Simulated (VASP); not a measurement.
# C (P6_3/mmc) in VASP: elastic constants with PBE+D3(BJ)

Aim: the elastic constants of C with PBE+D3(BJ).

Everything below comes from runs of VASP 6.6.1. Logs are shortened: lines on timing, memory, paths and dates and some standing lists are left out, and cuts for length are marked.

### 1 The cell of the first run

The structure is hexagonal, space group P6_3/mmc (No. 194). The conventional cell has a = 2.465 Å, b = 2.465 Å, c = 6.740 Å, α = 90.00°, β = 90.00°, γ = 120.00°. C (site symmetry -6m2) has 3 C at 1.42 Å within 1.9 Å. Within 1.9 Å of C (site symmetry -6m2) lie 3 C at 1.42 Å.

### 2 Elastic constants, PBE+D3(BJ)

Input file INCAR:

```
PREC = Accurate ; ENCUT = 600
EDIFF = 1E-8 ; ISMEAR = -1
SIGMA = 0.15 ; LREAL = F
LASPH = T ; NELM = 60
ALGO = Normal ; ISIF = 3
LWAVE = F ; LCHARG = T
GGA = PE ; IVDW = 12
NBANDS = 16 ; IBRION = 6
NFREE = 2 ; POTIM = 0.015
NSW = 1 ; KPAR = 4
```

Input file KPOINTS:

```
regular mesh
0
Gamma
  21 21 6
```

Input file POSCAR:

```
C
1.0
    2.4649823387      0.0000000000      0.0000000000
   -1.2324911694      2.1347373252      0.0000000000
    0.0000000000      0.0000000000      6.7403355157
C
4
Direct
    0.0000000000      0.0000000000      0.2500000000
    0.0000000000      0.0000000000      0.7500000000
    0.3333333333      0.6666666667      0.2500000000
    0.6666666667      0.3333333333      0.7500000000
```

Potentials or basis: VASP PAW PBE potentials, release 64 (C).

Launch:

```console
> cat potpaw_PBE.64/C/POTCAR > POTCAR
> mpirun -np 4 vasp_std > vasp.out
```

OUTCAR:

```text
PREC = Accurate
   ENCUT = 600
   EDIFF = 1E-8
   ISMEAR = -1
   LREAL = F
   LASPH = T
   NELM = 60
   ISIF = 3
   GGA = PE
   IVDW = 12
   IBRION = 6
   NFREE = 2
   POTIM = 0.015
   NSW = 1
 IVDW          = 12

 ion  position               nearest neighbor table
   1  0.000  0.000  0.250-   3 1.42   3 1.42   3 1.42
   2  0.000  0.000  0.750-   4 1.42   4 1.42   4 1.42
   3  0.333  0.667  0.250-   1 1.42   1 1.42   1 1.42
   4  0.667  0.333  0.750-   2 1.42   2 1.42   2 1.42

  LATTYP: Found a hexagonal cell.
 ALAT       =     2.4649823387
 C/A-ratio  =     2.7344356225

  Lattice vectors:

 A1 = (   2.4649823387,   0.0000000000,   0.0000000000)
 A2 = (  -1.2324911694,   2.1347373252,   0.0000000000)
 A3 = (   0.0000000000,   0.0000000000,   6.7403355157)

Analysis of symmetry for initial positions (statically):
=====================================================================
 Subroutine PRICEL returns:
 Original cell was already a primitive cell.

 Routine SETGRP: Setting up the symmetry group for a
 hexagonal supercell.

 Subroutine GETGRP returns: Found 24 space group operations
 (whereof 12 operations were pure point group operations)
 out of a pool of 24 trial point group operations.

The static configuration has the point symmetry D_3d.
 The point group associated with its full space group is D_6h.

Analysis of symmetry for dynamics (positions and initial velocities):
=====================================================================
 Subroutine PRICEL returns:
 Original cell was already a primitive cell.

 Routine SETGRP: Setting up the symmetry group for a
 hexagonal supercell.

 Subroutine GETGRP returns: Found 24 space group operations
 (whereof 12 operations were pure point group operations)
 out of a pool of 24 trial point group operations.

The dynamic configuration has the point symmetry D_3d.
 The point group associated with its full space group is D_6h.

 Subroutine INISYM returns: Found 24 space group operations
 (whereof 12 operations are pure point group operations),
 and found     1 'primitive' translations

----------------------------------------------------------------------------------------

                                     Primitive cell

  volume of cell :      35.4683

  direct lattice vectors                    reciprocal lattice vectors
     2.464982339  0.000000000  0.000000000     0.405682420  0.234220854  0.000000000
    -1.232491169  2.134737325  0.000000000     0.000000000  0.468441709  0.000000000
     0.000000000  0.000000000  6.740335516     0.000000000  0.000000000  0.148360567

  length of vectors
     2.464982339  2.464982339  6.740335516     0.468441709  0.468441709  0.148360567

  position of ions in fractional coordinates (direct lattice)
     0.000000000  0.000000000  0.250000000
     0.000000000  0.000000000  0.750000000
     0.333333333  0.666666667  0.250000000
     0.666666667  0.333333333  0.750000000

  ion indices of the primitive-cell ions
   primitive index   ion index
                 1           1
                 2           2
                 3           3
                 4           4

----------------------------------------------------------------------------------------

 KPOINTS: regular mesh

Automatic generation of k-mesh.
 Grid dimensions read from file:
 generate k-points for:   21   21    6
[... 86 lines left out ...]
  Fermi-wavevector in a.u.,A,eV,Ry     =   1.255553  2.372650 21.448391  1.576412
  Thomas-Fermi vector in A             =   2.389304
   LORBIT       =      0    0 simple, 1 ext, 2 COOP (PROOUT), +10 PAW based schemes
   GGA     = PE    functional components
   LHFCALC =     F    Hartree Fock is set to
   AEXX    =    0.0000 exact exchange contribution
   IVDW    =    12    specifies the selected vdW correction
   LEPSILON=     F    determine dielectric tensor
   LRPA    =     F    only Hartree local field effects (RPA)
 finite differences with symmetry
 non-spin polarized calculation
  energy-cutoff  :      600.00
  volume of cell :       35.47
 maximum number of plane-waves:      1215
 NGX is ok and might be reduce to    20
   NGX =  9   NGY =  9   NGZ = 27

--------------------------------------- Ionic step        1  -------------------------------------------

 number of electron      16.0000001 magnetization

 Free energy of the ion-electron system (eV)
  ---------------------------------------------------
  ext. energy  EPLUGINS =         0.00000000
  ---------------------------------------------------
  free energy    TOTEN  =       -36.85962409 eV

  energy without entropy =      -36.85478279  energy(sigma->0) =      -36.85720344

------------------------ aborting loop because EDIFF is reached ----------------------------------------

 Edisp (eV)   -0.62200

 E8    (eV) :    -0.1761
[... 111 lines left out ...]
  FREE ENERGIE OF THE ION-ELECTRON SYSTEM (eV)
  ---------------------------------------------------
  free  energy   TOTEN  =       -37.4523673509 eV

  energy  without entropy=      -37.4477226968  energy(sigma->0) =      -37.45004502

[... ionic steps 4 to 18 ...]

--------------------------------------- Ionic step       19  -------------------------------------------

 number of electron      16.0000002 magnetization

------------------------ aborting loop because EDIFF is reached ----------------------------------------
[... 79 lines left out ...]
--------------------------------------- Ionic step       21  -------------------------------------------

 number of electron      16.0000001 magnetization

 Free energy of the ion-electron system (eV)
  ---------------------------------------------------
  ext. energy  EPLUGINS =         0.00000000
  ---------------------------------------------------
  free energy    TOTEN  =       -36.85772569 eV

  energy without entropy =      -36.85288257  energy(sigma->0) =      -36.85530413

 E-fermi :   4.6497     XC(G=0): -10.2921

 val. band max:        4.6491507804   @ k =   0.3333   0.3333   0.5000
 cond. band min:       4.9670119492   @ k =   0.3333   0.3333   0.3333
 fundamental gap:      0.3178611688
 Fermi energy:         4.6497062807

 k-point     1 :       0.0000    0.0000    0.0000
  band No.  band energies     occupation
      1     -15.0099      2.00000
      2     -14.7203      2.00000
      3      -3.8570      2.00000
      4      -1.9347      2.00000
      5       1.6196      2.00000
      6       1.6196      2.00000
[... 433 lines left out ...]
      3      -2.5467      2.00000
      4      -2.4697      2.00000
      5      -2.0463      2.00000
      6      -0.8763      2.00000
[... 8 lines left out ...]
     15      16.5321      0.00000
     16      16.7464      0.00000

 [... further k-points ...]

------------------------ aborting loop because EDIFF is reached ----------------------------------------

 Edisp (eV)   -0.62200

 E8    (eV) :    -0.1762
[... 27 lines left out ...]
  FREE ENERGIE OF THE ION-ELECTRON SYSTEM (eV)
  ---------------------------------------------------
  free  energy   TOTEN  =       -37.4797279748 eV

  energy  without entropy=      -37.4748848598  energy(sigma->0) =      -37.47730642

 INTERNAL STRAIN TENSORS FROM STRAINED CELLS
 ============================================

 INTERNAL STRAIN TENSOR FOR ION    1 for displacements in x,y,z  (eV/Angst):
          X           Y           Z          XY          YZ          ZX
  --------------------------------------------------------------------------------
  x     0.00000    -0.00000    -0.00000   -11.34767     0.00000    -0.00000
  y   -11.38780    11.43988    -0.00000    -0.00017    -0.00000     0.00008
  z    -0.00000    -0.00000     0.00000     0.00000     0.00120     0.00000

 INTERNAL STRAIN TENSORS FROM DISPLACED ATOMS
 ============================================

 INTERNAL STRAIN TENSOR FOR ION    1 for displacements in x,y,z  (eV/Angst):
          X           Y           Z          XY          YZ          ZX
  --------------------------------------------------------------------------------
  x     0.00000    -0.00000    -0.00000   -11.36964     0.00000     0.00000
  y   -11.36964    11.36964    -0.00000    -0.00000     0.00000     0.00000
  z     0.00000     0.00000    -0.00000     0.00000    -0.00000     0.00000

 INTERNAL STRAIN TENSOR FOR ION    4 for displacements in x,y,z  (eV/Angst):
          X           Y           Z          XY          YZ          ZX
  --------------------------------------------------------------------------------
  x     0.00000    -0.00000    -0.00000   -11.46999     0.00000     0.00000
  y   -11.46999    11.46999    -0.00000    -0.00000     0.00000     0.00000
  z     0.00000     0.00000    -0.00000     0.00000    -0.00000    -0.00000

 Eigenvectors and eigenvalues of the dynamical matrix
 ----------------------------------------------------

   1 f  =   46.936050 THz   294.907899 2PiTHz 1565.618100 cm-1   194.111818 meV
             X         Y         Z           dx          dy          dz
      0.000000  0.000000  1.685084     0.332484   -0.373450   -0.000000
      0.000000  0.000000  5.055252     0.332484   -0.373450   -0.000000
     -0.000000  1.423158  1.685084    -0.332470    0.373434   -0.000000
      1.232491  0.711579  5.055252    -0.332470    0.373434    0.000000
[... 71 lines left out ...]
  12 f/i=    0.001128 THz     0.007087 2PiTHz    0.037624 cm-1     0.004665 meV
             X         Y         Z           dx          dy          dz
      0.000000  0.000000  1.685084    -0.000000   -0.000000    0.499978
      0.000000  0.000000  5.055252    -0.000000   -0.000000    0.499978
     -0.000000  1.423158  1.685084    -0.000000   -0.000000    0.500022
      1.232491  0.711579  5.055252    -0.000000   -0.000000    0.500022

--------------------------------------------------------------------------------------------------------

 ELASTIC MODULI CONTR FROM IONIC RELAXATION (kBar)
 Direction    XX          YY          ZZ          XY          YZ          ZX
 --------------------------------------------------------------------------------
 XX        -225.5141    225.5141      0.0000      0.0000      0.0000     -0.0000
 YY         225.5141   -225.5141     -0.0000      0.0000     -0.0000      0.0000
 ZZ           0.0000     -0.0000     -0.0000     -0.0000     -0.0000     -0.0000
 XY           0.0000      0.0000     -0.0000   -225.5141     -0.0000      0.0000
 YZ           0.0000     -0.0000     -0.0000     -0.0000     -0.0000      0.0000
 ZX          -0.0000      0.0000     -0.0000      0.0000      0.0000     -0.0000
 --------------------------------------------------------------------------------

 TOTAL ELASTIC MODULI (kBar)
 Direction    XX          YY          ZZ          XY          YZ          ZX
 --------------------------------------------------------------------------------
 XX       10884.5801   2182.5636    -41.2195     -0.0000      0.0000      0.0000
 YY        2182.5636  10884.5801    -41.2195     -0.0000      0.0000      0.0000
 ZZ         -41.2195    -41.2195    319.9586      0.0000     -0.0000      0.0000
 XY          -0.0000     -0.0000      0.0000   4351.0082     -0.0000      0.0000
 YZ           0.0000     -0.0000     -0.0000     -0.0000     29.6979     -0.0000
 ZX           0.0000      0.0000      0.0000      0.0000     -0.0000     29.6981
 --------------------------------------------------------------------------------
```

Wall time 25 min (4 MPI ranks of Oxide Virtual Turin-like, shared host); peak memory 0.82 GiB.

Results:

```yaml
Voigt_bulk_modulus: 292 GPa
Highest_phonon_frequency_at_Γ: 1566 cm⁻¹
Dispersion_energy_per_atom: -0.155 eV
```

Phonon frequencies in cm⁻¹ (negative: imaginary):
```tsv
q point	frequencies
(0.000, 0.000, 0.000)	0 0 0 40 40 124 865 869 1560 1560 1566 1566
```

Elastic tensor in Voigt notation (GPa, in the Cartesian axes of the cell as first typed):
```
1088  218   -4    0    0    0
 218 1088   -4    0    0    0
  -4   -4   32    0    0    0
   0    0    0    3    0    0
   0    0    0    0    3    0
   0    0    0    0    0  435
```

Clamped-ion elastic tensor (GPa):
```
1111  196   -4    0    0    0
 196 1111   -4    0    0    0
  -4   -4   32    0    0    0
   0    0    0    3    0    0
   0    0    0    0    3    0
   0    0    0    0    0  458
```
